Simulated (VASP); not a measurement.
Set up this calculation in VASP 6.6.1, as the native input.

| Property | Result |
| --- | --- |
| Task | single point |
| Functional | PBE |
| Potentials or basis | VASP PAW PBE potentials, release 64 (Ta_pv, Cu, H) |
| Cutoff | 520 eV |
| k mesh | 4 × 4 × 4 |
| Occupations | gaussian, width 0.1 eV |
| Spin | no spin polarisation |
| Dipole correction | no |
| Further INCAR settings | ALGO = Normal; EDIFF = 1e-06; NBANDS = 36 |

The structure of TaCu3H6 lies in POSCAR:

```
TaCu3H6
1.0
    0.0000000000      3.8373529300      3.8373529300
    3.8373529300      0.0000000000      3.8373529300
    3.8373529300      3.8373529300      0.0000000000
Ta Cu H
1 3 6
Direct
    0.0000000000      0.0000000000      0.0000000000
    0.7500000000      0.7500000000      0.7500000000
    0.2500000000      0.2500000000      0.2500000000
    0.5000000000      0.5000000000      0.5000000000
    0.7835039900      0.2164960100      0.2164960100
    0.2164960100      0.2164960100      0.7835039900
    0.2164960100      0.7835039900      0.7835039900
    0.2164960100      0.7835039900      0.2164960100
    0.7835039900      0.2164960100      0.7835039900
    0.7835039900      0.7835039900      0.2164960100
```

The cell was generated, and may not be a known phase.

These files were run (other wordings do the same):

INCAR

```
ALGO     = Normal         # electronic algorithm
EDIFF    = 1E-6           # SCF threshold, eV
ENCUT    = 520            # plane-wave cutoff, eV
GGA      = PE             # functional
ISIF     = 2              # what is computed and relaxed
ISMEAR   = 0              # smearing method
LASPH    = True           # aspherical terms in the spheres
LCHARG   = False          # write CHGCAR
LREAL    = False          # projectors in reciprocal space
LWAVE    = False          # write WAVECAR
NBANDS   = 36             # bands
NELM     = 100            # most SCF steps
PREC     = Accurate       # precision mode
SIGMA    = 0.1            # smearing width, eV
```

KPOINTS

```
k-points
0
Gamma
  4 4 4
```

Potentials or basis: VASP PAW PBE potentials, release 64 (Ta_pv, Cu, H).

Launch:

```bash
$ cat potpaw_PBE.64/Ta_pv/POTCAR potpaw_PBE.64/Cu/POTCAR potpaw_PBE.64/H/POTCAR > POTCAR
$ mpirun -np 1 vasp_std > vasp.out
```

Results of the run:

The pressure is 1.4 GPa, the largest force is 3.680 eV/Å and the band gap on the k mesh is zero (bands 25 and 26 overlap by 0.02 eV).

Caveat: spin-orbit coupling is left out, which moves the levels of the heavy elements; forces of over 1 eV/Å act on the atoms, so gaps and moduli don't describe the material at rest.

Run time: 38 s on 1 thread of Intel(R) Xeon(R) 6975P-C (Granite Rapids), with other jobs on the host, peak memory 0.26 GiB.
